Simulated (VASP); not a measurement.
Wanted: the native input for a VASP 6.6.1 run.

* Task: single point
* Functional: PBE
* Potentials or basis: VASP PAW PBE potentials, release 64 (Ge_d, Pd)
* Cutoff: 520 eV
* k mesh: 6 × 6 × 4
* Occupations: gaussian, width 0.1 eV
* Spin: no spin polarisation
* Dipole correction: no
* Further INCAR settings: ALGO = Normal; EDIFF = 1e-06; NBANDS = 34

The structure of Ge3Pd lies in POSCAR:

```
Ge3Pd
1.0
    3.8220376155      0.0000000000      0.0000000000
    0.0000000000      3.8220376155      0.0000000000
    0.0000000000      0.0000000000      5.1020246700
Ge Pd
3 1
Direct
    0.5000000000      0.0000000000      0.1273426319
    0.0000000000      0.5000000000      0.1273426319
    0.0000000000      0.0000000000      0.6399472385
    0.5000000000      0.5000000000      0.5106581677
```

The cell was generated, and may not be a known phase.

These files were run (other wordings do the same):

INCAR

```
SYSTEM = Ge3Pd
PREC = Accurate ; ENCUT = 520
EDIFF = 1E-6 ; ISMEAR = 0
SIGMA = 0.1 ; LREAL = .False.
LASPH = .True. ; NELM = 80
ALGO = Normal ; ISIF = 2
LWAVE = .False. ; LCHARG = .False.
GGA = PE ; NBANDS = 34
```

KPOINTS

```
regular mesh
0
Gamma
  6 6 4
  0 0 0
```

Potentials or basis: VASP PAW PBE potentials, release 64 (Ge_d, Pd).

Run with:

```sh
$ cat potpaw_PBE.64/Ge_d/POTCAR potpaw_PBE.64/Pd/POTCAR > POTCAR
$ mpirun -np 1 vasp_std > vasp.out
```

It gave:

| Item | Value |
| --- | --- |
| Pressure | 0.2 GPa |
| Largest force | 0.038 eV/Å |
| Band gap on the k mesh | zero (bands 26 and 27 overlap by 2.49 eV) |

It took 28 s on 1 thread of Intel(R) Xeon(R) 6975P-C (Granite Rapids) (shared host), peak memory 0.21 GiB.
